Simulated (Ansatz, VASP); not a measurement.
## YAl3N4: VASP beside Ansatz

```
Y Al N
1.0
    -3.24697    0.00000    0.00000
     0.00000    5.68850    0.02413
     1.62349   -2.86626   -5.16091
Y Al N
1 3 4
Direct
  0.00467 0.33065 0.00935
  0.50157 0.83930 0.00314
  0.75593 0.41861 0.51186
  0.24064 0.91590 0.48129
  0.79216 0.12098 0.58433
  0.30725 0.64726 0.61450
  0.57727 0.20932 0.15454
  0.05650 0.75398 0.11300
```

Alike in both runs: functional LDA; k mesh 6 × 6 × 6; occupations gaussian, width 0.1 eV; no spin polarisation.

Ansatz relaxed the structure, and its values are those at the end. VASP's run is a single point on that final structure, the one shown.

|  | VASP | Ansatz |
| --- | --- | --- |
| version | VASP 6.6.1 | Ansatz 0.2.0 |
| potentials or method | VASP PAW LDA potentials, release 64 (Y_sv, Al, N), cutoff 600 eV | scalar-relativistic, plane waves, PAW |
| valence electrons in the cell | 40 | 40 |

Ansatz gave:

```
gap on the k mesh at the Fermi level (eV) : 2.57
least direct gap on the mesh (eV)         : 3.19
pressure (GPa)                            : 0.0
rms of the force components (eV/Å)        : 0.009
```

Problem. Estimate VASP's values.

Solution. gap on the k mesh at the Fermi level (eV): 2.57; least direct gap on the mesh (eV): 3.20; pressure (GPa): 0.2; rms of the force components (eV/Å): 0.016.

Ansatz warns that its potentials were made for another functional, while VASP's fit it. LDA's correlation is that of Perdew and Zunger in VASP and of Perdew and Wang (1992) in Ansatz.
